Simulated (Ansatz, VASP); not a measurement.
## One calculation of Hf, two programs

```
Hf
1.0
     2.78718    0.00000    0.00000
     0.00000    2.78718    0.00000
     0.00000    0.00000    2.78718
Hf
1
Cartesian
  0.0000 0.0000 0.0000
```

Alike in both runs: task single point; functional PBEsol; k mesh 12 × 12 × 12; occupations fermi-dirac, width 0.1 eV; no spin polarisation.

```csv
,VASP,Ansatz
version,VASP 6.6.1,Ansatz 0.2.0
potentials or method,"VASP PAW PBE potentials, release 64 (Hf_pv), cutoff 520 eV","plane waves (420 eV) with PAW, scalar-relativistic"
valence electrons in the cell,10,26
```

Ansatz gave:

- pressure (GPa): 8.0

Estimate VASP's values.

pressure (GPa): 7.6.

VASP's potentials were made for PBE, not for PBEsol, and Ansatz warns of the same on its side. The functional is the same, so the differences come from potentials, cutoffs and numerics. VASP's potentials hold 10 valence electrons a cell and Ansatz's 26, so a difference there can come from the potentials and not from the codes.

Spin-orbit coupling is off throughout.
